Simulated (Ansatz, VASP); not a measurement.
## Two plane-wave programs on Cs3Cu

```xyz
4
Lattice="5.2629 0.0000 0.0000 0.0000 5.2629 0.0000 0.0000 0.0000 5.2629" Properties=species:S:1:pos:R:3 pbc="T T T"
Cs    0.0000    2.6315    2.6315
Cs    2.6315    0.0000    2.6315
Cs    2.6315    2.6315    0.0000
Cu    0.0000    0.0000    0.0000
```

Alike in both runs: task relaxation of cell and atoms; functional PBE; k mesh 4 × 4 × 4; occupations gaussian, width 0.1 eV; no spin polarisation.

|  | VASP | Ansatz |
| --- | --- | --- |
| version | VASP 6.6.1 | Ansatz 0.2.0 |
| potentials or method | VASP PAW PBE potentials, release 64 (Cs_sv, Cu), cutoff 600 eV | scalar-relativistic, plane waves, PAW |
| valence electrons in the cell | 38 | 46 |

```csv
,VASP,Ansatz,Ansatz less VASP
"gap on the k mesh at the Fermi level, each at its own relaxed structure (eV)",none,none,-
relaxed volume (Å³/atom),66.96,67.61,+0.649
relaxed cell length with the largest relative difference (Å),6.446,6.467,+0.0208
```

A gap of «none» marks a metal or a gap that the smearing closes. VASP's potentials hold 38 valence electrons a cell and Ansatz's 46, so a difference there can come from the potentials and not from the codes.

Spin-orbit coupling is off throughout. Noted on VASP's run: the volume moved by over 15 % at a fixed basis, so the end points are rough.
